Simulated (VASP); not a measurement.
A run of VASP 6.6.1 is set up as follows.

Contents of INCAR:

```
SYSTEM = Ti5Al15H
PREC = Accurate
ENCUT = 400
EDIFF = 1E-6
ISMEAR = 0
SIGMA = 0.1
LREAL = .False.
LASPH = .True.
NELM = 120
ALGO = Normal
ISIF = 2
LWAVE = .False.
LCHARG = .False.
GGA = PE
NBANDS = 69
GGA_COMPAT = .False.
```

Contents of KPOINTS:

```
Automatic mesh
0
Gamma
  4 4 4
  0.5 0.5 0.5
```

Contents of POSCAR:

```
Ti5Al15H
1.0
   -5.7680202880     -1.9226734293      4.3114047964
   -1.9226734293      5.7680202880     -4.3114047964
    1.9226734293     -5.7680202880     -4.3114047964
Ti Al H
5 15 1
Direct
    0.8012406977      0.2009918028      0.6010766993
    0.3986103351      0.6023547575      0.8007402421
    0.5990352716      0.3985922427      0.1992872572
    0.2010754370      0.8002864245      0.4004214301
    1.0014610233      1.0001628334      1.0014420418
    0.4009294497      0.1041006819      0.3044306984
   -0.0015093567      0.4978422842      0.4966049446
    0.1999917376      0.3048388519      0.9038934716
    0.7980570057      0.7046826024      0.1058019072
    0.6021440679      0.9010061555      0.7016380287
    0.7056082324      0.0532753462      0.1557569206
    0.3004215855      0.4496682039      0.3514189655
    0.5087078674      0.2584818106      0.7517305785
    0.0828949407      0.6407269015      0.9537741880
    0.9015970022      0.8505372018      0.5512475818
    0.5017569210      0.7498714154      0.2573265632
    0.1034171987      0.1512041679      0.4543760385
    0.3024128753      0.9661159664      0.8444939600
    0.8985318430      0.3445893498      0.0529911556
    0.7028418240      0.5540341125      0.6490569578
    0.3240959648      0.7818786611      0.9444268584
```

Potentials or basis: VASP PAW PBE potentials, release 64 (Ti_sv, Al, H).

Run with:

```bash
$ cat potpaw_PBE.64/Ti_sv/POTCAR potpaw_PBE.64/Al/POTCAR potpaw_PBE.64/H/POTCAR > POTCAR
$ mpirun -np 1 vasp_std > vasp.out
```

Problem. Estimate the pressure.

Solution. 0.7 GPa.

Problem. What does it give for the largest force?

Solution. 0.425 eV/Å.

Stress tensor (GPa, compression positive):
```
 0.98 -0.30 -0.10
-0.30  1.02 -0.09
-0.10 -0.09  0.13
```
